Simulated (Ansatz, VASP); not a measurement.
## One calculation of YbB2, two programs

```
Yb B
1.0
     3.25030    0.00000    0.00000
    -1.62515    2.81484    0.00000
     0.00000    0.00000    3.73150
Yb B
1 2
Cartesian
  0.0000 0.0000 0.0000
  1.6252 0.9383 1.8658
  0.0000 1.8766 1.8658
```

Alike in both runs: task single point; functional r2SCAN; k mesh 5 × 5 × 4; occupations fermi-dirac, width 0.05 eV; collinear spin.

```csv
,VASP,Ansatz
version,VASP 6.6.1,Ansatz 0.2.0
potentials or method,"VASP PAW PBE potentials, release 64 (Yb, B)",Ansatz PAW
plane-wave cutoff (eV),520,500
valence electrons in the cell,30,30
```

|  | VASP | Ansatz | Ansatz less VASP |
| --- | --- | --- | --- |
| gap on the k mesh at the Fermi level (eV) | none | none | - |
| pressure (GPa) | 2.1 | 1.8 | -0.33 |
| traceless stress, the component that is largest in VASP (GPa) | 6.24 | 5.13 | -1.110 |
| rms of the force components (eV/Å) | 0.000 | 0.024 | +0.0244 |
| net moment per atom (μB) | 0.17 | 0.21 | +0.041 |
| size of the moment on the site where the two differ most (μB) | 0.43 | 0.62 | +0.190 |

VASP's potentials were made for PBE, not for r2SCAN. Site moments also hang on the region over which each program counts them. Atom by atom the forces differ by 0.024 eV/Å (rms over components). A gap of «none» marks a metal or a gap that the smearing closes.

The k mesh is coarse, so the values compare programs but aren't converged. Spin-orbit coupling is off throughout. Noted on Ansatz's run: the magnetic or orbital state may not be the lowest.
